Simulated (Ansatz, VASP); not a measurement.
# MgO: VASP beside Ansatz

```
Mg O
1.0
     2.13515   -2.13515    0.00000
     2.13515    0.00000   -2.13515
    12.00470   12.00470   12.00470
Mg O
6 6
Direct
  0.66667 0.66667 0.02964
  0.00000 0.00000 0.62251
  0.33333 0.33333 0.14822
  0.66667 0.66667 0.38536
  0.00000 0.00000 0.26679
  0.33333 0.33333 0.50394
  0.66667 0.66667 0.20750
  0.00000 0.00000 0.08893
  0.33333 0.33333 0.32608
  0.66667 0.66667 0.56322
  0.00000 0.00000 0.44465
  0.33333 0.33333 0.68179
```

Alike in both runs: task single point; functional LDA; k mesh 9 × 9 × 2; occupations gaussian, width 0.05 eV; no spin polarisation.

|  | VASP | Ansatz |
| --- | --- | --- |
| version | VASP 6.6.1 | Ansatz 0.2.0 |
| potentials or method | VASP PAW LDA potentials, release 64 (Mg_sv, O), cutoff 840 eV | scalar-relativistic, plane waves, PAW |
| valence electrons in the cell | 96 | 96 |

```tsv
	VASP	Ansatz	Ansatz less VASP
gap on the k mesh at the Fermi level (eV)	none	none	-
rms of the force components (eV/Å)	0.406	0.408	+0.0019
```

LDA's correlation is that of Perdew and Zunger in VASP and of Perdew and Wang (1992) in Ansatz. Atom by atom the forces differ by 0.009 eV/Å (rms over components). A gap of «none» marks a metal or a gap that the smearing closes.
